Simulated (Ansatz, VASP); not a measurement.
## One calculation of C, two programs

The input INCAR:

```
ALGO     = Normal         # electronic algorithm
EDIFF    = 1E-6           # SCF threshold, eV
ENCUT    = 600            # plane-wave cutoff, eV
GGA      = PS             # functional
GGA_COMPAT= False        
ISIF     = 2              # what is computed and relaxed
ISMEAR   = 0              # smearing method
LASPH    = True           # aspherical terms in the spheres
LCHARG   = False          # write CHGCAR
LREAL    = False          # projectors in reciprocal space
LWAVE    = False          # write WAVECAR
NBANDS   = 11             # bands
NELM     = 120            # most SCF steps
PREC     = Accurate       # precision mode
SIGMA    = 0.01           # smearing width, eV
```

File KPOINTS:

```
k-points
0
Gamma
  10 10 10
```

POSCAR

```
C
1.0
    0.0000000000      1.7768325705      1.7768325705
    1.7768325705      0.0000000000      1.7768325705
    1.7768325705      1.7768325705      0.0000000000
C
2
Direct
    0.0000000000      0.0000000000      0.0000000000
    0.2500000000      0.2500000000      0.2500000000
```

Input for Ansatz:

```yaml
crystal:
  lattice:
    - [0.0, 1.7768325705, 1.7768325705]
    - [1.7768325705, 0.0, 1.7768325705]
    - [1.7768325705, 1.7768325705, 0.0]
  atoms:
    - { symbol: C, position: [0.0, 0.0, 0.0] }
    - { symbol: C, position: [0.25, 0.25, 0.25] }
basis:
  ecutwfc: 420
kpoints:
  mp_grid: { grid: [10, 10, 10] }
  band_path:
    path:
      - [0.0, 0.0, 0.0]
      - [0.0, 0.0, 0.0]
      - [0.367062614, 0.367062614, 0.0]
      - [0.5, 0.5, 0.5]
      - [0.0033935002, 0.0033935002, 0.0]
      - [-0.0033935002, -0.0033935002, 0.0]
      - [0.0039184766, 0.0039184766, 0.0039184766]
      - [-0.0039184766, -0.0039184766, -0.0039184766]
      - [0.0033935002, 0.0033935002, 0.0]
      - [-0.0033935002, -0.0033935002, 0.0]
      - [0.3704561142, 0.3704561142, 0.0]
      - [0.3636691137, 0.3636691137, 0.0]
      - [0.367062614, 0.3704561142, 0.0033935002]
      - [0.367062614, 0.3636691137, -0.0033935002]
      - [0.5039184766, 0.5039184766, 0.5039184766]
      - [0.4960815234, 0.4960815234, 0.4960815234]
      - [0.497600433, 0.502399567, 0.5]
      - [0.502399567, 0.497600433, 0.5]
    npoints: 1
hamiltonian:
  xc: pbesol
  pseudopotentials: { kind: paw, azcp: { folder: soft_1 } }
scf:
  occupations: { method: fixed }
  n_extra_bands: 5
output:
  forces: true
  stress: true
  eigenvalues: true
```

Alike in both runs: task single point; functional PBEsol; k mesh 10 × 10 × 10; no spin polarisation.

```csv
,VASP,Ansatz
version,VASP 6.6.1,Ansatz 0.2.0
potentials or method,"VASP PAW PBE potentials, release 64 (C), cutoff 600 eV","scalar-relativistic, plane waves, PAW"
occupations,"gaussian, width 0.01 eV",fixed
valence electrons in the cell,8,8
```

VASP gave:

| Item | Value |
| --- | --- |
| gap on the k mesh at the Fermi level (eV) | 4.06 |
| least direct gap on the mesh (eV) | 5.57 |
| pressure (GPa) | 0.5 |

Problem. What did Ansatz give for the same quantities?

Solution. gap on the k mesh at the Fermi level (eV): 4.07; least direct gap on the mesh (eV): 5.57; pressure (GPa): 0.0.

VASP's potentials were made for PBE, not for PBEsol, and Ansatz warns of the same on its side.
